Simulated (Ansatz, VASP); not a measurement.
# One calculation of TaN, two programs

The input POSCAR:

```
TaN
1.0
    2.9361543272      0.0000000000      0.0000000000
   -1.4680771636      2.5427842368      0.0000000000
    0.0000000000      0.0000000000      2.8846185528
Ta N
1 1
Direct
    0.3333333333      0.6666666667      0.5000000000
    0.0000000000      0.0000000000      0.0000000000
```

The input INCAR.step1:

```
ALGO     = Normal         # electronic algorithm
EDIFF    = 1E-5           # SCF threshold, eV
ENCUT    = 770            # plane-wave cutoff, eV
GGA      = PE             # functional
GGA_COMPAT= F            
ISMEAR   = 0              # smearing method
LASPH    = T              # aspherical terms in the spheres
LCHARG   = F              # write CHGCAR
LREAL    = F              # projectors in reciprocal space
LWAVE    = T              # write WAVECAR
NBANDS   = 16             # bands
NELM     = 120            # most SCF steps
PREC     = Accurate       # precision mode
SIGMA    = 0.15           # smearing width, eV
```

Contents of INCAR.step2:

```
ALGO     = Normal         # electronic algorithm
EDIFF    = 1E-6           # SCF threshold, eV
ENCUT    = 770            # plane-wave cutoff, eV
GGA_COMPAT= F            
ISIF     = 2              # what is computed and relaxed
ISMEAR   = 0              # smearing method
ISTART   = 1            
LASPH    = T              # aspherical terms in the spheres
LCHARG   = F              # write CHGCAR
LMIXTAU  = T            
LREAL    = F              # projectors in reciprocal space
LWAVE    = F              # write WAVECAR
METAGGA  = R2SCAN         # meta-GGA
NBANDS   = 16             # bands
NELM     = 120            # most SCF steps
PREC     = Accurate       # precision mode
SIGMA    = 0.15           # smearing width, eV
```

Contents of KPOINTS:

```
k-points
0
Gamma
  12 12 12
```

Input for Ansatz:

```yaml
crystal:
  lattice:
    - [2.9361543272, 0.0, 0.0]
    - [-1.4680771636, 2.5427842368, 0.0]
    - [0.0, 0.0, 2.8846185526]
  atoms:
    - { symbol: Ta, position: [0.3333333333, 0.6666666667, 0.5] }
    - { symbol: "N", position: [0.0, 0.0, 0.0] }
basis:
  ecutwfc: 500
kpoints:
  mp_grid: { grid: [12, 12, 12] }
hamiltonian:
  xc: r2scan
scf:
  occupations: { method: gaussian, width: 0.15 }
output:
  forces: true
  stress: true
  eigenvalues: true
  write_density: true
  write_potential: true
  elf: true
  volumetric_format: npy
```

Alike in both runs: task single point; functional r2SCAN; k mesh 12 × 12 × 12; occupations gaussian, width 0.15 eV; no spin polarisation.

|  | VASP | Ansatz |
| --- | --- | --- |
| version | VASP 6.6.1 | Ansatz 0.2.0 |
| potentials or method | VASP PAW PBE potentials, release 64 (Ta_sv_GW, N), cutoff 770 eV | scalar-relativistic, plane waves, PAW |
| valence electrons in the cell | 18 | 18 |

Ansatz gave:

| Quantity | Value |
| --- | --- |
| gap on the k mesh at the Fermi level (eV) | none |
| pressure (GPa) | 0.0 |
| traceless stress, the component that is largest in VASP (GPa) | 0.01 |

Question: Estimate VASP's values.

Answer: gap on the k mesh at the Fermi level (eV): none; pressure (GPa): 0.0; traceless stress, the component that is largest in VASP (GPa): 0.12.

VASP's potentials were made for PBE, not for r2SCAN. A gap of «none» marks a metal or a gap that the smearing closes.

Neither program's run includes spin-orbit coupling.
